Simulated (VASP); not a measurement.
# SnO (Pmn2_1) in VASP: further runs, part 2 of 2

VASP 6.6.1.

### 4 Single point, PBE+D3(BJ) (19.49 Å³/atom)

Input file INCAR:

```
SYSTEM = SnO
PREC = Accurate
ENCUT = 520
EDIFF = 1E-6
ISMEAR = 0
SIGMA = 0.05
LREAL = .False.
LASPH = .True.
NELM = 100
ALGO = Normal
ISIF = 2
LWAVE = .False.
LCHARG = .False.
GGA = PE
IVDW = 12
NBANDS = 28
```

Input file KPOINTS:

```
regular mesh
0
Gamma
  10 6 8
  0 0 0
```

Input file POSCAR:

```
SnO
1.0
    3.5314357108      0.0000000000      0.0000000000
    0.0000000000      5.6813818466      0.0000000000
    0.0000000000      0.0000000000      3.8846788205
Sn O
2 2
Direct
    0.0000000000      0.2345104856      0.5269946555
    0.5000000000      0.7654895144      0.0269946555
    0.0000000000      0.8836051479      0.7230063445
    0.5000000000      0.1163948521      0.2230063445
```

Potentials or basis: VASP PAW PBE potentials, release 64 (Sn_d, O).

Started as:

```
$ cat potpaw_PBE.64/Sn_d/POTCAR potpaw_PBE.64/O/POTCAR > POTCAR
$ mpirun -np 1 vasp_std > vasp.out
```

OUTCAR:

```text
SYSTEM = SnO
   PREC = Accurate
   ENCUT = 520
   EDIFF = 1E-6
   ISMEAR = 0
   LREAL = .False.
   LASPH = .True.
   NELM = 100
   ISIF = 2
   GGA = PE
   IVDW = 12
 IVDW          = 12

 ion  position               nearest neighbor table
   1  0.000  0.235  0.527-   3 2.13   4 2.23   4 2.23   2 3.74   2 3.74   2 3.74   2 3.74
   2  0.500  0.765  0.027-   4 2.13   3 2.23   3 2.23   1 3.74   1 3.74   1 3.74   1 3.74
   3  0.000  0.884  0.723-   1 2.13   2 2.23   2 2.23
   4  0.500  0.116  0.223-   2 2.13   1 2.23   1 2.23

  LATTYP: Found a simple orthorhombic cell.
 ALAT       =     3.5314357108
 B/A-ratio  =     1.1000281864
 C/A-ratio  =     1.6088022866

  Lattice vectors:

 A1 = (  -3.5314357108,   0.0000000000,   0.0000000000)
 A2 = (   0.0000000000,   0.0000000000,   3.8846788205)
 A3 = (   0.0000000000,   5.6813818466,   0.0000000000)

Analysis of symmetry for initial positions (statically):
=====================================================================
 Subroutine PRICEL returns:
 Original cell was already a primitive cell.

 Routine SETGRP: Setting up the symmetry group for a
 simple orthorhombic supercell.

 Subroutine GETGRP returns: Found  4 space group operations
[... 174 lines left out ...]
 val. band max:        5.2243038660   @ k =   0.0000   0.0000   0.0000
 cond. band min:       6.5469202584   @ k =   0.4000   0.5000   0.0000
 fundamental gap:      1.3226163924
 Fermi energy:         5.4526836539

 k-point     1 :       0.0000    0.0000    0.0000
  band No.  band energies     occupation
      1     -15.9691      2.00000
      2     -15.7140      2.00000
      3     -15.6976      2.00000
      4     -15.6554      2.00000
      5     -15.6303      2.00000
      6     -15.6099      2.00000
[... 733 lines left out ...]
     27      14.1915      0.00000
     28      14.1915      0.00000

 [... further k-points ...]

------------------------ aborting loop because EDIFF is reached ----------------------------------------

 Edisp (eV)   -0.85177

 E8    (eV) :    -0.3715

  FORCE on cell =-STRESS in cart. coord.  units (eV):
  Direction    XX          YY          ZZ          XY          YZ          ZX
  --------------------------------------------------------------------------------------
  -------------------------------------------------------------------------------------
  Total      -3.00052    -0.46767    -1.11851     0.00000     0.00000     0.00000
  in kB     -61.68032    -9.61364   -22.99273     0.00000     0.00000     0.00000
  external pressure =      -31.43 kB  Pullay stress =        0.00 kB

 VOLUME and BASIS-vectors are now :
 -----------------------------------------------------------------------------
  energy-cutoff  :      520.00
  volume of cell :       77.94
      direct lattice vectors                 reciprocal lattice vectors
     3.531435711  0.000000000  0.000000000     0.283170949  0.000000000  0.000000000
     0.000000000  5.681381847  0.000000000     0.000000000  0.176013517  0.000000000
     0.000000000  0.000000000  3.884678821     0.000000000  0.000000000  0.257421539

 POSITION                                       TOTAL-FORCE (eV/Angst)
 -----------------------------------------------------------------------------------
      0.00000      1.33234      2.04720         0.000000     -0.261438     -0.230001
      1.76572      4.34904      0.10487         0.000000      0.261438     -0.230001
      0.00000      5.02010      2.80865         0.000000     -0.137230      0.230001
      1.76572      0.66128      0.86631         0.000000      0.137230      0.230001
 -----------------------------------------------------------------------------------
    total drift:                                0.000000      0.000000     -0.000645

  FREE ENERGIE OF THE ION-ELECTRON SYSTEM (eV)
  ---------------------------------------------------
  free  energy   TOTEN  =       -23.2114634170 eV

  energy  without entropy=      -23.2114634170  energy(sigma->0) =      -23.21146342
```

OSZICAR:

```text
N       E                     dE             d eps       ncg     rms          rms(c)
DAV:   1     0.433875827926E+03    0.43388E+03   -0.20343E+04  6952   0.212E+03
DAV:   2     0.427280878085E+02   -0.39115E+03   -0.37525E+03  6924   0.542E+02
DAV:   3    -0.229929468093E+02   -0.65721E+02   -0.64503E+02  7628   0.187E+02
DAV:   4    -0.263108896579E+02   -0.33179E+01   -0.33015E+01  7712   0.452E+01
DAV:   5    -0.263917481204E+02   -0.80858E-01   -0.80844E-01  7448   0.763E+00    0.119E+01
DAV:   6    -0.225040624951E+02    0.38877E+01   -0.19345E+01 10972   0.486E+01    0.554E+00
DAV:   7    -0.223925680805E+02    0.11149E+00   -0.25018E+00  7860   0.948E+00    0.257E+00
DAV:   8    -0.223671322417E+02    0.25436E-01   -0.33502E-01  7628   0.385E+00    0.792E-01
DAV:   9    -0.223587376133E+02    0.83946E-02   -0.43986E-02 10752   0.199E+00    0.253E-01
DAV:  10    -0.223603166338E+02   -0.15790E-02   -0.93046E-03  9096   0.831E-01    0.172E-01
DAV:  11    -0.223596649898E+02    0.65164E-03   -0.28294E-03 10344   0.452E-01    0.207E-02
DAV:  12    -0.223596951165E+02   -0.30127E-04   -0.30189E-04  7156   0.120E-01    0.242E-02
DAV:  13    -0.223596963391E+02   -0.12226E-05   -0.15166E-05  8712   0.301E-02    0.114E-02
DAV:  14    -0.223596954037E+02    0.93534E-06   -0.19058E-06  5960   0.893E-03
   1 F= -.23211463E+02 E0= -.23211463E+02  d E =-.511222E-13
```

Wall time 1.7 min (1 thread of Intel Xeon 6975P-C (Granite Rapids), shared host); peak memory 0.33 GiB.

What came out:

```
Free energy                : -23.2115 eV
Pressure                   : -3.1 GPa
Largest force              : 0.348 eV/Å
Band gap on the k mesh     : 1.32 eV (least direct gap 2.13 eV)
Dispersion energy per atom : -0.213 eV
```

Forces in eV/Å, atoms in the order of the input:
```
Sn   0.000 -0.261 -0.230
Sn   0.000  0.261 -0.230
O    0.000 -0.137  0.230
O    0.000  0.137  0.230
```

Stress tensor (GPa, compression positive):
```
-6.17  0.00  0.00
 0.00 -0.96  0.00
 0.00  0.00 -2.30
```

Levels at points of the mesh, in eV from the valence-band top:
| k point | band 18 | band 19 | band 20 | band 21 | band 22 | band 23 |
| --- | --- | --- | --- | --- | --- | --- |
| (0.00, 0.00, 0.00) | -2.58 | -1.94 | 0.00 | 3.14 | 3.19 | 6.11 |
| (0.50, 0.00, 0.00) | -2.51 | -1.39 | -1.39 | 2.67 | 2.67 | 5.67 |
| (0.00, 0.50, 0.00) | -2.62 | -1.65 | -1.40 | 3.73 | 4.28 | 4.49 |
| (0.50, 0.50, 0.00) | -2.53 | -1.17 | -1.17 | 1.97 | 1.97 | 6.20 |
| (0.00, 0.00, 0.50) | -3.20 | -1.44 | -1.44 | 2.12 | 2.12 | 5.49 |
| (0.50, 0.00, 0.50) | -3.33 | -1.34 | -1.34 | 2.12 | 2.12 | 4.42 |
| (0.00, 0.50, 0.50) | -2.88 | -1.41 | -1.41 | 1.75 | 1.75 | 5.77 |
| (0.50, 0.50, 0.50) | -3.59 | -0.57 | -0.57 | 2.26 | 2.26 | 4.15 |

Caveat: the stress differs along the axes, from -6 to -1 GPa; spin-orbit coupling is left out, which moves the levels of the heavy elements.

### 5 Summary

| cell | gap on the mesh (eV) | pressure (GPa) | largest force (eV/Å) |
| --- | --- | --- | --- |
| a = 3.829, b = 5.456, c = 3.731 Å, 4 atoms | 1.21 | -2.8 | 0.82 |
| a = 3.257, b = 5.916, c = 4.045 Å, 4 atoms | 1.42 | -2.1 | 0.58 |
| a = 3.531, b = 5.681, c = 3.885 Å, 4 atoms | 1.32 | -3.1 | 0.35 |

Alike in all rows: task single point; level PBE+D3(BJ); potentials or basis VASP PAW PBE potentials, release 64 (Sn_d, O); no spin polarisation; k mesh 10 × 6 × 8; cutoff (eV) 520; smearing gaussian 0.05 eV.

Caveats: spin-orbit coupling is left out, which moves the levels of the heavy elements; the stress differs along the axes, from -10 to 4 GPa (at least some runs); the stress differs along the axes, from -5 to 1 GPa (at least some runs); the stress differs along the axes, from -6 to -1 GPa (at least some runs).

Total energies depend on the potentials used, so only differences within one code and one set of settings carry meaning.
